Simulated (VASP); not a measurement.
Set up this calculation in VASP 6.6.1, as the native input.

```yaml
Task: single point
Functional: PBEsol
Potentials_or_basis: VASP PAW PBE potentials, release 64 (K_sv, In_d, P)
Cutoff: 520 eV
k_mesh: 4 × 4 × 4
Occupations: gaussian, width 0.0139 eV
Spin: no spin polarisation
Dipole_correction: no
Further_INCAR_settings: ALGO = Normal; EDIFF = 1e-06; NBANDS = 38
```

The structure of K4InP2 lies in POSCAR:

```
K4InP2
1.0
    2.8486137696      4.9339437801     -0.0000010065
   -2.8486137696      4.9339437801     -0.0000010065
    0.0000000000     -3.2892940072      9.0501169922
K In P
4 1 2
Direct
    0.3963869850      0.3963869850      0.1891609551
    0.6036130150      0.6036130150      0.8108390449
    0.2096539311      0.2096539311      0.6289617933
    0.7903460689      0.7903460689      0.3710382067
    0.0000000000      0.0000000000      0.0000000000
    0.0892350567      0.0892350567      0.2677051701
    0.9107649433      0.9107649433      0.7322948299
```

These files were run (other wordings do the same):

INCAR

```
SYSTEM = K4InP2
  ALGO = Normal
  EDIFF = 1E-6
  ENCUT = 520
  GGA = PS
  ISIF = 2
  ISMEAR = 0
  LASPH = .True.
  LCHARG = .True.
  LELF = .True.
  LREAL = .False.
  LVHAR = .True.
  LWAVE = .False.
  NBANDS = 38
  NELM = 100
  PREC = Accurate
  SIGMA = 0.0139
```

KPOINTS

```
k-points
0
Gamma
  4 4 4
  0 0 0
```

Potentials or basis: VASP PAW PBE potentials, release 64 (K_sv, In_d, P).

Command:

```console
$ cat potpaw_PBE.64/K_sv/POTCAR potpaw_PBE.64/In_d/POTCAR potpaw_PBE.64/P/POTCAR > POTCAR
$ mpirun -np 1 vasp_std > vasp.out
```

It gave:

| Item | Value |
| --- | --- |
| Pressure | 0.0 GPa |
| Largest force | 0.021 eV/Å |
| Band gap on the k mesh | zero (an odd number of electrons rules out a gap without spin polarisation) |

Caveat: the PAW data sets were made with another functional, which shifts forces and pressure a little; spin-orbit coupling is left out, which moves the levels of the heavy elements.

Wall time 2.6 min on 1 thread of Intel(R) Xeon(R) Platinum 8259CL CPU @ 2.50GHz (Skylake/Cascade Lake), with other jobs on the host, peak memory 0.41 GiB.
